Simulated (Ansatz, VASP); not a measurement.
## Bi: VASP beside Ansatz

File INCAR:

```
PREC = Accurate
ENCUT = 520
EDIFF = 1E-6
ISMEAR = -1
SIGMA = 0.1
LREAL = False
LASPH = True
NELM = 80
ALGO = Normal
ISIF = 2
LWAVE = False
LCHARG = False
GGA = CA
NBANDS = 14
```

Contents of KPOINTS:

```
regular mesh
0
Gamma
  11 11 11
```

The input POSCAR:

```
Bi
1.0
    3.2786155497      0.0000000000      0.0000000000
    0.0000000000      3.2786155497      0.0000000000
    0.0000000000      0.0000000000      3.2786155497
Bi
1
Direct
    0.0000000000      0.0000000000      0.0000000000
```

Input for Ansatz:

```yaml
crystal:
  lattice:
    - [3.2786155497, 0.0, 0.0]
    - [0.0, 3.2786155497, 0.0]
    - [0.0, 0.0, 3.2786155497]
  atoms:
    - { symbol: Bi, position: [0.0, 0.0, 0.0] }
hamiltonian:
  xc: lda
  pseudopotentials:
    kind: paw
    azcp:
      Bi: "pseudopotentials/Bi.paw.azcp"
basis:
  ecutwfc: 420
  fft_grid_basis: typed
kpoints:
  mp_grid: { grid: [11, 11, 11], shift: [0, 0, 0] }
magnetization:
  spin_polarized: false
scf:
  occupations: { method: fermi_dirac, width: 0.1 }
  lower_state_search: "off"
output:
  stress: true
```

Alike in both runs: task single point; functional LDA; k mesh 11 × 11 × 11; occupations fermi-dirac, width 0.1 eV; no spin polarisation.

|  | VASP | Ansatz |
| --- | --- | --- |
| version | VASP 6.6.1 | Ansatz 0.2.0 |
| potentials or method | VASP PAW LDA potentials, release 64 (Bi_d), cutoff 520 eV | plane waves (420 eV) with PAW, scalar-relativistic |
| valence electrons in the cell | 15 | 15 |

|  | VASP | Ansatz | Ansatz less VASP |
| --- | --- | --- | --- |
| pressure (GPa) | -3.5 | -3.5 | +0.01 |

Ansatz warns that its potentials were made for another functional, while VASP's fit it. LDA's correlation is that of Perdew and Zunger in VASP and of Perdew and Wang (1992) in Ansatz.

Spin-orbit coupling is off throughout.
